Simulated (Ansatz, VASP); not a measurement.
Two plane-wave programs on Al4Ir

```xyz
10
Lattice="7.6537 0.0000 0.0000 -3.8269 6.6283 0.0000 0.0000 0.0000 5.2679" Properties=species:S:1:pos:R:3 pbc="T T T"
Al    1.9134    3.3142    2.6339
Al    3.8269    0.0000    2.6339
Al   -1.9134    3.3142    2.6339
Al    1.9134    3.3142    0.0000
Al    3.8269    0.0000    0.0000
Al   -1.9134    3.3142    0.0000
Al    0.0000    4.4189    3.9509
Al    3.8269    2.2094    1.3170
Ir    0.0000    4.4189    1.3170
Ir    3.8269    2.2094    3.9509
```

Alike in both runs: functional PBE; k mesh 6 × 6 × 8; occupations gaussian, width 0.1 eV; no spin polarisation.

Ansatz relaxed the structure, and its values are those at the end. VASP's run is a single point on that final structure, the one shown.

|  | VASP | Ansatz |
| --- | --- | --- |
| version | VASP 6.6.1 | Ansatz 0.2.0 |
| potentials or method | VASP PAW PBE potentials, release 64 (Al, Ir), cutoff 520 eV | scalar-relativistic, plane waves, PAW |
| valence electrons in the cell | 42 | 58 |

```csv
,VASP,Ansatz,Ansatz less VASP
gap on the k mesh at the Fermi level (eV),none,none,-
pressure (GPa),0.0,0.0,+0.01
```

A gap of «none» marks a metal or a gap that the smearing closes. The functional is the same, so the differences come from potentials, cutoffs and numerics. VASP's potentials hold 42 valence electrons a cell and Ansatz's 58, so a difference there can come from the potentials and not from the codes. Ansatz's warnings: xc potential rough in thin density.

Neither program's run includes spin-orbit coupling.
